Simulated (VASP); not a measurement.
A run of VASP 6.6.1:

File INCAR:

```
SYSTEM = Al
ALGO = Normal ; EDIFF = 1E-6
EDIFFG = -0.005 ; ENCUT = 600
GGA = PE ; IBRION = 2
ISIF = 3 ; ISMEAR = 0
LASPH = .True. ; LCHARG = .False.
LREAL = .False. ; LWAVE = .False.
NELM = 100 ; NSW = 100
PREC = Accurate ; SIGMA = 0.1
```

The input KPOINTS:

```
k-points
0
Gamma
  18 18 18
  0 0 0
```

Contents of POSCAR:

```
Al
1.0
    0.0000000000      2.0194648500      2.0194648500
    2.0194648500      0.0000000000      2.0194648500
    2.0194648500      2.0194648500      0.0000000000
Al
1
Direct
    0.0000000000      0.0000000000      0.0000000000
```

Potentials or basis: VASP PAW PBE potentials, release 64 (Al).

The run is started by

```sh
$ cat potpaw_PBE.64/Al/POTCAR > POTCAR
$ mpirun -np 1 vasp_std > vasp.out
```

Hardware: 1 thread of AMD EPYC 7R43 64-Core Processor (Zen 3) (shared host).

Question: Estimate the wall time of this run.

Answer: Wall time 16 s on 1 thread of AMD EPYC 7R43 64-Core Processor (Zen 3), with other jobs on the host, peak memory 0.1 GiB. Counts: scf iterations 12, k points 195, ion steps 2.
